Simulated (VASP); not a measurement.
InSb5:

```
CELL_PARAMETERS angstrom
6.50466 0.00000 0.00000
0.00000 6.50466 0.00000
0.00000 0.00000 4.72185
ATOMIC_POSITIONS crystal
In 0.00000 0.00000 0.50000
Sb 0.66640 0.66640 0.00000
Sb 0.33360 0.33360 0.00000
Sb 0.66640 0.33360 0.00000
Sb 0.33360 0.66640 0.00000
Sb 0.00000 0.00000 0.00000
```

The cell was built from a structure type or drawn by symmetry, and may not be a known phase.

```yaml
Program: VASP 6.6.1
Task: relaxation of cell and atoms
Functional: PBE
Potentials_or_basis: VASP PAW PBE potentials, release 64 (In_d, Sb)
Cutoff: 600 eV
k_mesh: 4 × 4 × 4
Occupations: gaussian, width 0.1 eV
Spin: no spin polarisation
```

At the start: pressure 45.2 GPa; volume 33.30 Å³/atom.

**Question.** How do energy, volume and symmetry change on relaxing?

**Answer.** Over 17 steps the energy falls by 2712.5 meV/atom and the volume is 51.69 Å³/atom (+55.2 %); space group P4/mmm (No. 123, to 0.1 Å) before and after.

The path:
| step | energy change (eV) | largest force (eV/Å) | pressure (GPa) | volume (Å³) |
| --- | --- | --- | --- | --- |
| 1 | 0.0000 | 21.2302 | 45.21 | 199.78 |
| 2 | -8.9887 | 1.3375 | -1.65 | 598.81 |
| 3 | -9.0500 | 1.2945 | -1.67 | 581.10 |
| 4 | -9.1175 | 1.2460 | -1.70 | 564.02 |
| 5 | -11.5515 | 0.3961 | -1.57 | 352.92 |
| 6 | -13.6574 | 1.5975 | 1.48 | 269.63 |
| 7 | -13.8685 | 0.8929 | 7.08 | 233.09 |
| 8 | -13.9445 | 1.4731 | 3.77 | 249.94 |
| 9 | -13.9666 | 1.3810 | 4.45 | 245.65 |
| 10 | -15.5429 | 0.7820 | 0.23 | 285.96 |
| 11 | -15.9594 | 0.6870 | -1.70 | 321.57 |
| 12 | -16.2543 | 0.0348 | 0.58 | 303.45 |
| 13 | -16.2670 | 0.1857 | 0.10 | 306.35 |
| 14 | -16.2669 | 0.1707 | 0.15 | 306.04 |
| 15 | -16.2727 | 0.0749 | 0.12 | 307.36 |
| 16 | -16.2747 | 0.0203 | 0.09 | 308.68 |
| 17 | -16.2749 | 0.0260 | -0.09 | 310.13 |

Final structure:
```
In Sb
1.0
     7.10452    0.00000    0.00000
     0.00000    7.10452    0.00000
     0.00000    0.00000    6.14425
In Sb
1 5
Direct
  0.00000 0.00000 0.50000
  0.69984 0.69984 0.00000
  0.30016 0.30016 0.00000
  0.69984 0.30016 0.00000
  0.30016 0.69984 0.00000
  0.00000 0.00000 0.00000
```

Caveat: the volume moved by over 15 % at a fixed basis, so the end points are rough.
